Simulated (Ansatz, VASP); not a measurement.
Two plane-wave programs on ZrC

```
Zr C
1.0
     0.00000    2.37148    2.37148
     2.37148    0.00000    2.37148
     2.37148    2.37148    0.00000
Zr C
1 1
Direct
  0.50000 0.50000 0.50000
  0.00000 0.00000 0.00000
```

Alike in both runs: task single point; functional r2SCAN; k mesh 12 × 12 × 12; occupations gaussian, width 0.05 eV; no spin polarisation.

|  | VASP | Ansatz |
| --- | --- | --- |
| version | VASP 6.6.1 | Ansatz 0.2.0 |
| potentials or method | VASP PAW PBE potentials, release 64 (Zr_sv, C), cutoff 660 eV | scalar-relativistic, plane waves, PAW |
| valence electrons in the cell | 16 | 16 |

```tsv
	VASP	Ansatz	Ansatz less VASP
gap on the k mesh at the Fermi level (eV)	none	none	-
pressure (GPa)	-4.3	-4.4	-0.09
```

VASP's potentials were made for PBE, not for r2SCAN. A gap of «none» marks a metal or a gap that the smearing closes. With one functional, cell and mesh, what is left measures potentials, basis and numerics.
